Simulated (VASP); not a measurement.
Runs of VASP 6.6.1 on Al. The structure is that of space group Fm-3m (No. 225), or close to it. The cells are those of the table. 

```csv
cell,gap on the mesh (eV),pressure (GPa)
"a = 2.858, b = 2.858, c = 3.920 Å, 2 atoms",none,(b)
"a = 2.858, b = 2.858, c = 4.102 Å, 2 atoms",none,-1.3
"a = 2.858, b = 2.858, c = 4.223 Å, 2 atoms",none,-3.0
"a = 2.858, b = 2.858, c = 4.163 Å, 2 atoms",none,(a)
"a = 2.858, b = 2.858, c = 3.981 Å, 2 atoms",none,1.1
```

Alike in all rows: task single point; level PBE; potentials or basis VASP PAW PBE potentials, release 64 (Al); no spin polarisation; k mesh 18 × 18 × 14; cutoff (eV) 520; smearing gaussian 0.1 eV.

Problem. Fill in the values left out.

Solution. (a) -2.2; (b) 2.5.

Caveats: the cell stands under tension (at least some runs).

A gap of «none» marks levels without a gap at the run's occupations.
